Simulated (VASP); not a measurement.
A run of VASP 6.6.1 is set up as follows.

File POSCAR:

```
MgO
1.0
    3.4841042127      0.0000000000      0.0435513027
   -1.7420521064      3.0173227576     -0.0217756513
    0.0523210949      0.0000000000      4.1856875957
Mg O
2 2
Direct
    0.6666666667      0.3333333333      0.7500000000
    0.3333333333      0.6666666667      0.2500000000
    0.6666666667      0.3333333333      0.2500000000
    0.3333333333      0.6666666667      0.7500000000
```

The input INCAR.step1:

```
ALGO = Normal ; EDIFF = 1E-4
ENCUT = 520 ; GGA = PE
ISMEAR = 0 ; LASPH = T
LCHARG = F ; LREAL = F
LWAVE = T ; NBANDS = 16
NELM = 60 ; PREC = Accurate
SIGMA = 0.05
```

INCAR.step2

```
ALGO = Normal ; EDIFF = 1E-6
ENCUT = 520 ; ISIF = 2
ISMEAR = 0 ; ISTART = 1
LASPH = T ; LCHARG = T
LELF = T ; LMIXTAU = T
LREAL = F ; LVHAR = T
LWAVE = F ; METAGGA = R2SCAN
NBANDS = 16 ; NELM = 60
PREC = Accurate ; SIGMA = 0.05
```

The input KPOINTS:

```
k-points
0
Gamma
  6 6 6
```

Potentials or basis: VASP PAW PBE potentials, release 64 (Mg, O).

The run is started by

```sh
$ cat potpaw_PBE.64/Mg/POTCAR potpaw_PBE.64/O/POTCAR > POTCAR
$ cp INCAR.step1 INCAR
$ mpirun -np 1 vasp_std > vasp.out
$ cp INCAR.step2 INCAR
$ mpirun -np 1 vasp_std > vasp.out
```

Task: Estimate the largest force.

Result: 0.005 eV/Å.

Task: Predict the band gap on the k mesh.

Result: 4.07 eV.

Task: Predict the pressure.

Result: -0.8 GPa.

Forces in eV/Å, atoms in the order of the input:
```
Mg   0.000 -0.005  0.000
Mg   0.000  0.005  0.000
O    0.000 -0.005  0.000
O    0.000  0.005  0.000
```

Caveat: the cell differs from its parent crystal (strain +0.0250 x Voigt [0, 0, 0, 0, 1, 0]); the PAW data sets were made with another functional, which shifts forces and pressure a little.
